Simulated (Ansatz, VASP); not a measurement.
# KF in VASP and in Ansatz

File POSCAR:

```
KF
1.0
    0.0000000000      2.8071750000      2.6066625000
    2.8071750000      0.0000000000      2.6066625000
    2.8071750000      2.8071750000      0.0000000000
K F
1 1
Direct
    0.0000000000      0.0000000000      0.0000000000
    0.5000000000      0.5000000000      0.5000000000
```

The input INCAR.step1:

```
ALGO     = Normal         # electronic algorithm
EDIFF    = 1E-4           # SCF threshold, eV
ENCUT    = 520            # plane-wave cutoff, eV
GGA      = PE             # functional
ISMEAR   = 0              # smearing method
LASPH    = True           # aspherical terms in the spheres
LCHARG   = False          # write CHGCAR
LREAL    = False          # projectors in reciprocal space
LWAVE    = True           # write WAVECAR
NBANDS   = 15             # bands
NELM     = 60             # most SCF steps
PREC     = Accurate       # precision mode
SIGMA    = 0.05           # smearing width, eV
```

INCAR.step2

```
ALGO     = Normal         # electronic algorithm
EDIFF    = 1E-6           # SCF threshold, eV
ENCUT    = 520            # plane-wave cutoff, eV
ISIF     = 2              # what is computed and relaxed
ISMEAR   = 0              # smearing method
ISTART   = 1            
LASPH    = True           # aspherical terms in the spheres
LCHARG   = False          # write CHGCAR
LMIXTAU  = True         
LREAL    = False          # projectors in reciprocal space
LWAVE    = False          # write WAVECAR
METAGGA  = R2SCAN         # meta-GGA
NBANDS   = 15             # bands
NELM     = 60             # most SCF steps
PREC     = Accurate       # precision mode
SIGMA    = 0.05           # smearing width, eV
```

KPOINTS

```
k-points
0
Gamma
  8 8 8
```

Input for Ansatz:

```yaml
crystal:
  lattice:
    - [0.0, 2.807175, 2.6066625]
    - [2.807175, 0.0, 2.6066625]
    - [2.807175, 2.807175, 0.0]
  atoms:
    - { symbol: K, position: [0.0, 0.0, 0.0] }
    - { symbol: F, position: [0.5, 0.5, 0.5] }
basis:
  ecutwfc: 500
kpoints:
  mp_grid: { grid: [8, 8, 8] }
hamiltonian:
  xc: r2scan
scf:
  occupations: { method: gaussian, width: 0.05 }
output:
  forces: true
  stress: true
  eigenvalues: true
```

Change from the starting cell: strain +0.050 along x and y, -0.025 along z, atoms carried along.

Alike in both runs: task single point; functional r2SCAN; k mesh 8 × 8 × 8; occupations gaussian, width 0.05 eV; no spin polarisation.

|  | VASP | Ansatz |
| --- | --- | --- |
| version | VASP 6.6.1 | Ansatz 0.2.0 |
| potentials or method | VASP PAW PBE potentials, release 64 (K_sv, F), cutoff 520 eV | scalar-relativistic, plane waves, PAW |
| valence electrons in the cell | 16 | 16 |

Ansatz gave:

```
gap on the k mesh at the Fermi level (eV)                     : 6.36
least direct gap on the mesh (eV)                             : 6.36
pressure (GPa)                                                : -2.1
traceless stress, the component that is largest in VASP (GPa) : 2.19
```

Problem. What did VASP give for the same quantities?

Solution. gap on the k mesh at the Fermi level (eV): 6.36; least direct gap on the mesh (eV): 6.36; pressure (GPa): -2.1; traceless stress, the component that is largest in VASP (GPa): 2.26.

VASP's potentials were made for PBE, not for r2SCAN. The functional is the same, so the differences come from potentials, cutoffs and numerics.
